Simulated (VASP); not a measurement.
# Re (P6_3/mmc) in VASP: notebook, part 2 of 2

VASP 6.6.1. Earlier steps stand in the parts before.

## Step 4: Single point, r2SCAN

This run uses another cell than the first one, of 14.42 Å³/atom, 1.043 times its volume.

Contents of POSCAR:

```
Re
1.0
    2.7422705826      0.0000000000      0.0000000000
   -1.3711352913      2.3748759886      0.0000000000
    0.0000000000      0.0000000000      4.4282782931
Re
2
Direct
    0.6666666667      0.3333333333      0.7500000000
    0.3333333333      0.6666666667      0.2500000000
```

Contents of INCAR.step1:

```
SYSTEM = Re
PREC     = Accurate       ! precision mode
ENCUT    = 520            ! plane-wave cutoff, eV
ISMEAR   = -1             ! smearing method
SIGMA    = 0.05           ! smearing width, eV
LREAL    = .FALSE.        ! projectors in reciprocal space
LASPH    = .TRUE.         ! aspherical terms in the spheres
NELM     = 80             ! most SCF steps
NBANDS   = 14             ! bands
GGA      = PE             ! functional
ALGO     = Normal         ! electronic algorithm
EDIFF    = 1E-4           ! SCF threshold, eV
LWAVE    = .TRUE.         ! write WAVECAR
LCHARG   = .FALSE.        ! write CHGCAR
```

Contents of INCAR.step2:

```
SYSTEM = Re
PREC     = Accurate       ! precision mode
ENCUT    = 520            ! plane-wave cutoff, eV
EDIFF    = 1E-6           ! SCF threshold, eV
ISMEAR   = -1             ! smearing method
SIGMA    = 0.05           ! smearing width, eV
LREAL    = .FALSE.        ! projectors in reciprocal space
LASPH    = .TRUE.         ! aspherical terms in the spheres
NELM     = 80             ! most SCF steps
ALGO     = Normal         ! electronic algorithm
ISIF     = 2              ! what is computed and relaxed
LWAVE    = .FALSE.        ! write WAVECAR
LCHARG   = .TRUE.         ! write CHGCAR
METAGGA  = R2SCAN         ! meta-GGA
LMIXTAU  = .TRUE.       
LELF     = .TRUE.         ! ELF
LVHAR    = .TRUE.       
NBANDS   = 14             ! bands
ISTART   = 1
```

Contents of KPOINTS:

```
Automatic mesh
0
G
  11 11 6
  0 0 0
```

Potentials or basis: VASP PAW PBE potentials, release 64 (Re).

Run with:

```
$ cat potpaw_PBE.64/Re/POTCAR > POTCAR
$ cp INCAR.step1 INCAR
$ mpirun -np 1 vasp_std > vasp.out
$ cp INCAR.step2 INCAR
$ mpirun -np 1 vasp_std > vasp.out
```

OUTCAR:

```text
SYSTEM = Re
   PREC = Accurate
   ENCUT = 520
   EDIFF = 1E-6
   ISMEAR = -1
   LREAL = .FALSE.
   LASPH = .TRUE.
   NELM = 80
   ISIF = 2
   METAGGA = R2SCAN
   ISTART = 1

 ion  position               nearest neighbor table
   1  0.667  0.333  0.750-   2 2.72   2 2.72   2 2.72   2 2.72   2 2.72   2 2.72
   2  0.333  0.667  0.250-   1 2.72   1 2.72   1 2.72   1 2.72   1 2.72   1 2.72

  LATTYP: Found a hexagonal cell.
 ALAT       =     2.7422705826
 C/A-ratio  =     1.6148217908

  Lattice vectors:

 A1 = (   2.7422705826,   0.0000000000,   0.0000000000)
 A2 = (  -1.3711352913,   2.3748759886,   0.0000000000)
 A3 = (   0.0000000000,   0.0000000000,   4.4282782931)

Analysis of symmetry for initial positions (statically):
=====================================================================
 Subroutine PRICEL returns:
 Original cell was already a primitive cell.

 Routine SETGRP: Setting up the symmetry group for a
 hexagonal supercell.

 Subroutine GETGRP returns: Found 24 space group operations
 (whereof 12 operations were pure point group operations)
 out of a pool of 24 trial point group operations.

The static configuration has the point symmetry D_3d.
 The point group associated with its full space group is D_6h.

Analysis of symmetry for dynamics (positions and initial velocities):
=====================================================================
 Subroutine PRICEL returns:
 Original cell was already a primitive cell.

 Routine SETGRP: Setting up the symmetry group for a
 hexagonal supercell.

 Subroutine GETGRP returns: Found 24 space group operations
 (whereof 12 operations were pure point group operations)
 out of a pool of 24 trial point group operations.

The dynamic configuration has the point symmetry D_3d.
 The point group associated with its full space group is D_6h.

 Subroutine INISYM returns: Found 24 space group operations
 (whereof 12 operations are pure point group operations),
 and found     1 'primitive' translations

[... 122 lines left out ...]
   IVDW    =     0    specifies the selected vdW correction
   LEPSILON=     F    determine dielectric tensor
   LRPA    =     F    only Hartree local field effects (RPA)
 non-spin polarized calculation
  energy-cutoff  :      520.00
  volume of cell :       28.84
 maximum number of plane-waves:       786
   NGX = 11   NGY = 11   NGZ = 17

 number of electron      14.0000001 magnetization

 Free energy of the ion-electron system (eV)
  ---------------------------------------------------
  ext. energy  EPLUGINS =         0.00000000
  ---------------------------------------------------
  free energy    TOTEN  =      -104.88865243 eV

  energy without entropy =     -104.87542264  energy(sigma->0) =     -104.88203754

 E-fermi :   7.9430     XC(G=0): -15.1154

 val. band max:        7.9361652861   @ k =   0.1818   0.0000   0.1667
 cond. band min:       7.9825752650   @ k =   0.3636   0.1818   0.3333
 fundamental gap:      0.0464099789
 Fermi energy:         7.9430215160

 k-point     1 :       0.0000    0.0000    0.0000
  band No.  band energies     occupation
      1      -2.5494      2.00000
      2       0.8511      2.00000
      3       6.2415      2.00000
      4       6.2567      2.00000
      5       6.2567      2.00000
      6       7.1497      2.00000
      7       7.1497      2.00000
      8       8.1530      0.02957
      9       8.1530      0.02957
     10       8.5324      0.00002
     11      11.5508      0.00000
     12      11.5508      0.00000
     13      18.7741      0.00000
     14      22.7840      0.00000
[... 377 lines left out ...]
      1      -0.0735      2.00000
      2       2.6652      2.00000
      3       4.1081      2.00000
      4       4.4733      2.00000
      5       5.8512      2.00000
      6       6.5896      2.00000
      7       7.2477      2.00000
      8       8.2650      0.00319
      9       9.0252      0.00000
     10       9.4401      0.00000
     11      11.9754      0.00000
     12      15.2533      0.00000
     13      19.9627      0.00000
     14      24.8541      0.00000

 [... further k-points ...]

------------------------ aborting loop because EDIFF is reached ----------------------------------------

  FORCE on cell =-STRESS in cart. coord.  units (eV):
  Direction    XX          YY          ZZ          XY          YZ          ZX
  --------------------------------------------------------------------------------------
  -------------------------------------------------------------------------------------
  Total        1.3746781      1.3746781      1.5321165     -0.0000000      0.0000000      0.0000000
  in kB       76.3704680     76.3704680     85.1169843     -0.0000000      0.0000000      0.0000000
  external PRESSURE =      79.2859734 kB  Pullay stress =       0.0000000 kB

 VOLUME and BASIS-vectors are now :
 -----------------------------------------------------------------------------
  energy-cutoff  :      520.00
  volume of cell :       28.84
      direct lattice vectors                 reciprocal lattice vectors
     2.742270583  0.000000000  0.000000000     0.364661316  0.210537309  0.000000000
    -1.371135291  2.374875989  0.000000000     0.000000000  0.421074618  0.000000000
     0.000000000  0.000000000  4.428278293     0.000000000  0.000000000  0.225821399

 POSITION                                       TOTAL-FORCE (eV/Angst)
 -----------------------------------------------------------------------------------
      1.37114      0.79163      3.32121        -0.000000      0.000000      0.000000
     -0.00000      1.58325      1.10707         0.000000     -0.000000      0.000000
 -----------------------------------------------------------------------------------
    total drift:                               -0.000000      0.000000     -0.000000

  FREE ENERGIE OF THE ION-ELECTRON SYSTEM (eV)
  ---------------------------------------------------
  free  energy   TOTEN  =      -104.8886524272 eV

  energy  without entropy=     -104.8754226431  energy(sigma->0) =     -104.88203754
```

OUTCAR.step1:

```text
SYSTEM = Re
   PREC = Accurate
   ENCUT = 520
   ISMEAR = -1
   LREAL = .FALSE.
   LASPH = .TRUE.
[... 631 lines left out ...]
      1.37114      0.79163      3.32121         0.000000      0.000000      0.000000
     -0.00000      1.58325      1.10707        -0.000000      0.000000      0.000000
 -----------------------------------------------------------------------------------
    total drift:                               -0.000000      0.000000     -0.000000

  FREE ENERGIE OF THE ION-ELECTRON SYSTEM (eV)
  ---------------------------------------------------
  free  energy   TOTEN  =       -24.8100010056 eV

  energy  without entropy=      -24.7968474632  energy(sigma->0) =      -24.80342423
```

OSZICAR.step1:

```text
N       E                     dE             d eps       ncg     rms          rms(c)
DAV:   1     0.212519619357E+02    0.21252E+02   -0.67509E+03  3584   0.124E+03
DAV:   2    -0.250165713810E+02   -0.46269E+02   -0.40819E+02  2868   0.288E+02
DAV:   3    -0.261612529743E+02   -0.11447E+01   -0.11183E+01  2800   0.465E+01
DAV:   4    -0.261734314650E+02   -0.12178E-01   -0.12166E-01  2712   0.324E+00
DAV:   5    -0.261736500388E+02   -0.21857E-03   -0.21854E-03  2780   0.792E-01    0.444E+01
DAV:   6    -0.251775363406E+02    0.99611E+00   -0.70823E-01  3092   0.237E+01    0.188E+01
DAV:   7    -0.248221273910E+02    0.35541E+00   -0.53794E-01  3130   0.200E+01    0.583E-01
DAV:   8    -0.248110327231E+02    0.11095E-01   -0.70161E-03  2860   0.743E-01    0.160E-01
DAV:   9    -0.248099584014E+02    0.10743E-02   -0.19892E-04  2226   0.292E-01    0.893E-02
DAV:  10    -0.248100010056E+02   -0.42604E-04   -0.27191E-04  1584   0.323E-01
   1 F= -.24810001E+02 E0= -.24803424E+02  d E =-.131535E-01
```

It took 92 s on 1 thread of Intel Xeon 6975P-C, shared host; peak memory 0.16 GiB.

What came out:

| Property | Result |
| --- | --- |
| Free energy | -104.8887 eV |
| Pressure | 7.9 GPa |
| Band gap on the k mesh | zero (band 7 reaches 9.33 eV, above the bottom of band 8 at 6.12 eV) |

Caveat: the PAW data sets were made with another functional, which shifts forces and pressure a little; spin-orbit coupling is left out, which moves the levels of the heavy elements.

## Step 5: Single point, r2SCAN

This run uses another cell than the first one, of 14.71 Å³/atom, 1.064 times its volume.

Contents of POSCAR:

```
Re
1.0
    2.7608000000      0.0000000000      0.0000000000
   -1.3804000000      2.3909229348      0.0000000000
    0.0000000000      0.0000000000      4.4582000000
Re
2
Direct
    0.6666666667      0.3333333333      0.7500000000
    0.3333333333      0.6666666667      0.2500000000
```

Contents of INCAR.step1:

```
ALGO     = Normal         # electronic algorithm
EDIFF    = 1E-4           # SCF threshold, eV
ENCUT    = 520            # plane-wave cutoff, eV
GGA      = PE             # functional
ISMEAR   = -1             # smearing method
LASPH    = T              # aspherical terms in the spheres
LCHARG   = F              # write CHGCAR
LREAL    = F              # projectors in reciprocal space
LWAVE    = T              # write WAVECAR
NBANDS   = 14             # bands
NELM     = 100            # most SCF steps
PREC     = Accurate       # precision mode
SIGMA    = 0.05           # smearing width, eV
```

Contents of INCAR.step2:

```
ALGO     = Normal         # electronic algorithm
EDIFF    = 1E-7           # SCF threshold, eV
ENCUT    = 520            # plane-wave cutoff, eV
ISIF     = 2              # what is computed and relaxed
ISMEAR   = -1             # smearing method
ISTART   = 1            
LASPH    = T              # aspherical terms in the spheres
LCHARG   = F              # write CHGCAR
LMIXTAU  = T            
LREAL    = F              # projectors in reciprocal space
LWAVE    = F              # write WAVECAR
METAGGA  = R2SCAN         # meta-GGA
NBANDS   = 14             # bands
NELM     = 100            # most SCF steps
PREC     = Accurate       # precision mode
SIGMA    = 0.05           # smearing width, eV
```

Contents of KPOINTS:

```
k-points
0
Gamma
  11 11 6
```

Potentials or basis: VASP PAW PBE potentials, release 64 (Re).

Run with:

```
$ cat potpaw_PBE.64/Re/POTCAR > POTCAR
$ cp INCAR.step1 INCAR
$ mpirun -np 1 vasp_std > vasp.out
$ cp INCAR.step2 INCAR
$ mpirun -np 1 vasp_std > vasp.out
```

OUTCAR:

```text
EDIFF = 1E-7
   ENCUT = 520
   ISIF = 2
   ISMEAR = -1
   ISTART = 1
   LASPH = T
   LREAL = F
   METAGGA = R2SCAN
   NELM = 100
   PREC = Accurate

 ion  position               nearest neighbor table
   1  0.667  0.333  0.750-   2 2.74   2 2.74   2 2.74   2 2.74   2 2.74   2 2.74
   2  0.333  0.667  0.250-   1 2.74   1 2.74   1 2.74   1 2.74   1 2.74   1 2.74

  LATTYP: Found a hexagonal cell.
 ALAT       =     2.7608000000
 C/A-ratio  =     1.6148217908

  Lattice vectors:

[... 597 lines left out ...]
------------------------ aborting loop because EDIFF is reached ----------------------------------------

  FORCE on cell =-STRESS in cart. coord.  units (eV):
  Direction    XX          YY          ZZ          XY          YZ          ZX
  --------------------------------------------------------------------------------------
  -------------------------------------------------------------------------------------
  Total       -0.1203702     -0.1203702      0.0426928     -0.0000000      0.0000000      0.0000000
  in kB       -6.5534416     -6.5534416      2.3243672     -0.0000000      0.0000000      0.0000000
  external PRESSURE =      -3.5941720 kB  Pullay stress =       0.0000000 kB

 VOLUME and BASIS-vectors are now :
 -----------------------------------------------------------------------------
  energy-cutoff  :      520.00
  volume of cell :       29.43
      direct lattice vectors                 reciprocal lattice vectors
     2.760800000  0.000000000  0.000000000     0.362213851  0.209124264  0.000000000
    -1.380400000  2.390922935  0.000000000     0.000000000  0.418248529  0.000000000
     0.000000000  0.000000000  4.458200000     0.000000000  0.000000000  0.224305774

 POSITION                                       TOTAL-FORCE (eV/Angst)
 -----------------------------------------------------------------------------------
      1.38040      0.79697      3.34365        -0.000000      0.000000      0.000000
     -0.00000      1.59395      1.11455         0.000000      0.000000      0.000000
 -----------------------------------------------------------------------------------
    total drift:                               -0.000000      0.000000     -0.000000

  FREE ENERGIE OF THE ION-ELECTRON SYSTEM (eV)
  ---------------------------------------------------
  free  energy   TOTEN  =      -104.9028219662 eV

  energy  without entropy=     -104.8887047967  energy(sigma->0) =     -104.89576338
```

It took 1.8 min on 1 thread of Intel Xeon 6975P-C, shared host; peak memory 0.17 GiB.

What came out:

```
Free energy            : -104.9028 eV
Pressure               : -0.4 GPa
Band gap on the k mesh : zero (band 7 reaches 9.01 eV, above the bottom of band 8 at 5.92 eV)
```

Levels at points of the mesh, in eV from the Fermi level:
| k point | band 4 | band 5 | band 6 | band 7 | band 8 | band 9 | band 10 | band 11 |
| --- | --- | --- | --- | --- | --- | --- | --- | --- |
| (0.00, 0.00, 0.00) | -1.63 | -1.63 | -0.76 | -0.76 | 0.21 | 0.21 | 0.54 | 3.51 |
| (0.00, 0.00, 0.50) | -2.51 | -1.76 | -1.76 | -1.76 | -1.76 | 2.66 | 2.66 | 2.66 |

Caveat: the PAW data sets were made with another functional, which shifts forces and pressure a little; spin-orbit coupling is left out, which moves the levels of the heavy elements.

## Step 6: Single point, r2SCAN

This run uses another cell than the first one, of 15.01 Å³/atom, 1.085 times its volume.

Contents of POSCAR:

```
Re
1.0
    2.7790839766      0.0000000000      0.0000000000
   -1.3895419883      2.4067573230      0.0000000000
    0.0000000000      0.0000000000      4.4877253638
Re
2
Direct
    0.6666666667      0.3333333333      0.7500000000
    0.3333333333      0.6666666667      0.2500000000
```

Contents of INCAR.step1:

```
SYSTEM = Re
PREC = Accurate
ENCUT = 520
ISMEAR = -1
SIGMA = 0.05
LREAL = .False.
LASPH = .True.
NELM = 60
NBANDS = 14
GGA = PE
ALGO = Normal
EDIFF = 1E-4
LWAVE = .True.
LCHARG = .False.
```

Contents of INCAR.step2:

```
SYSTEM = Re
PREC = Accurate
ENCUT = 520
EDIFF = 1E-6
ISMEAR = -1
SIGMA = 0.05
LREAL = .False.
LASPH = .True.
NELM = 60
ALGO = Normal
ISIF = 2
LWAVE = .False.
LCHARG = .False.
METAGGA = R2SCAN
LMIXTAU = .True.
NBANDS = 14
ISTART = 1
```

Contents of KPOINTS:

```
Automatic mesh
0
Gamma
  11 11 6
  0 0 0
```

Potentials or basis: VASP PAW PBE potentials, release 64 (Re).

Run with:

```
$ cat potpaw_PBE.64/Re/POTCAR > POTCAR
$ cp INCAR.step1 INCAR
$ mpirun -np 1 vasp_std > vasp.out
$ cp INCAR.step2 INCAR
$ mpirun -np 1 vasp_std > vasp.out
```

It took 92 s on 1 thread of Intel Xeon 6975P-C, shared host; peak memory 0.17 GiB.

The run converged. Its results:

| Item | Value |
| --- | --- |
| Free energy | -104.8881 eV |
| Pressure | -7.8 GPa |
| Band gap on the k mesh | zero (band 7 reaches 8.71 eV, above the bottom of band 8 at 5.74 eV) |

Stress tensor (GPa, compression positive):
```
-8.10  0.00  0.00
 0.00 -8.10  0.00
 0.00  0.00 -7.20
```

Levels at points of the mesh, in eV from the Fermi level:
```
           k point  band 5  band 6  band 7  band 8  band 9  band 10
(0.00, 0.00, 0.00)   -1.57   -0.73   -0.73    0.21    0.21     0.51
(0.00, 0.00, 0.50)   -1.71   -1.71   -1.71   -1.71    2.59     2.59
```

Caveat: the PAW data sets were made with another functional, which shifts forces and pressure a little; spin-orbit coupling is left out, which moves the levels of the heavy elements.

## Step 7: Overview

| cell | gap on the mesh (eV) | pressure (GPa) |
| --- | --- | --- |
| a = 2.704, b = 2.704, c = 4.367 Å, angles 90.0, 90.0, 120.0°, 2 atoms | none | 27.4 |
| a = 2.723, b = 2.723, c = 4.398 Å, angles 90.0, 90.0, 120.0°, 2 atoms | none | 17.2 |
| a = 2.742, b = 2.742, c = 4.428 Å, angles 90.0, 90.0, 120.0°, 2 atoms | none | 7.9 |
| a = 2.761, b = 2.761, c = 4.458 Å, angles 90.0, 90.0, 120.0°, 2 atoms | none | -0.4 |
| a = 2.779, b = 2.779, c = 4.488 Å, angles 90.0, 90.0, 120.0°, 2 atoms | none | -7.8 |

Alike in all rows: task single point; level r2SCAN; potentials or basis VASP PAW PBE potentials, release 64 (Re); no spin polarisation; k mesh 11 × 11 × 6; cutoff (eV) 520; smearing fermi-dirac 0.05 eV.

Caveats: the PAW data sets were made with another functional, which shifts forces and pressure a little; spin-orbit coupling is left out, which moves the levels of the heavy elements.

Absolute energies hang on the potentials; compare differences alone.
